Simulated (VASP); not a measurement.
A run of VASP 6.6.1:

The input INCAR:

```
  PREC = Accurate
  ENCUT = 600
  EDIFF = 1E-6
  ISMEAR = 0
  SIGMA = 0.05
  LREAL = F
  LASPH = T
  NELM = 150
  ALGO = Normal
  ISIF = 4
  LWAVE = F
  LCHARG = F
  ISPIN = 2
  MAGMOM = 1.83 -1.83 0 0
  LORBIT = 11
  LMAXMIX = 4
  LDAU = T
  LDAUTYPE = 2
  LDAUL = 2 -1
  LDAUU = 6.2 0
  LDAUJ = 0 0
  LDAUPRINT = 1
  GGA = PE
  IBRION = 2
  NSW = 60
  EDIFFG = -0.01
```

Contents of KPOINTS:

```
regular mesh
0
Gamma
  10 10 5
```

The input POSCAR:

```
NiO
1.0
    0.0000000000      2.0864504465      2.0864504465
    2.0864504465      0.0000000000      2.0864504465
    4.1699680428      4.1699680428      0.0029328503
Ni O
2 2
Direct
    0.0000000000      0.0000000000      0.0000000000
    0.0000000000      0.0000000000      0.5000000000
    0.5000000045      0.5000000045      0.2499999932
    0.4999999955      0.4999999955      0.7500000068
```

Potentials or basis: VASP PAW PBE potentials, release 64 (Ni, O).

Launch:

```sh
$ cat potpaw_PBE.64/Ni/POTCAR potpaw_PBE.64/O/POTCAR > POTCAR
$ mpirun -np 1 vasp_std > vasp.out
```

Hardware: 1 thread of AMD EPYC 9R45 96-Core Processor (Zen 5) (shared host).

Q: How long does it take, and how much memory?

A: Wall time 69 s on 1 thread of AMD EPYC 9R45 96-Core Processor (Zen 5), with other jobs on the host, peak memory 0.21 GiB. Counts: scf iterations 18, k points 58, ion steps 1.
